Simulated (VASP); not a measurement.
Here is a VASP 6.6.1 calculation.

INCAR

```
PREC = Accurate
ENCUT = 520
EDIFF = 1E-6
ISMEAR = 0
SIGMA = 0.05
LREAL = F
LASPH = T
NELM = 100
ALGO = Normal
ISIF = 2
LWAVE = F
LCHARG = F
GGA = PE
NBANDS = 15
```

KPOINTS

```
Automatic mesh
0
Gamma
  6 6 4
```

POSCAR

```
MgI2
1.0
    4.2516112781      0.0000000000      0.0000000000
   -2.1258056391      3.6820033739      0.0000000000
    0.0000000000      0.0000000000      7.8941785324
Mg I
1 2
Direct
    0.0000000000      0.0000000000      0.0000000000
    0.3333333333      0.6666666667      0.7935475476
    0.6666666667      0.3333333333      0.2064524524
```

Potentials or basis: VASP PAW PBE potentials, release 64 (Mg, I).

Command:

```bash
$ cat potpaw_PBE.64/Mg/POTCAR potpaw_PBE.64/I/POTCAR > POTCAR
$ mpirun -np 1 vasp_std > vasp.out
```

Task: What does it give for the pressure?

Result: 0.0 GPa.

Task: Estimate the band gap on the k mesh.

Result: 3.69 eV, indirect (least direct gap 3.75 eV).

Task: What does it give for the largest force?

Result: 0.123 eV/Å.

Stress tensor (GPa, compression positive):
```
-0.26  0.00  0.00
 0.00 -0.26  0.00
 0.00  0.00  0.50
```

Caveat: spin-orbit coupling is left out, which moves the levels of the heavy elements; this functional lacks dispersion, which binds the layers, so the pressure and a relaxed spacing across them are unreliable. A k mesh can miss the band edges.
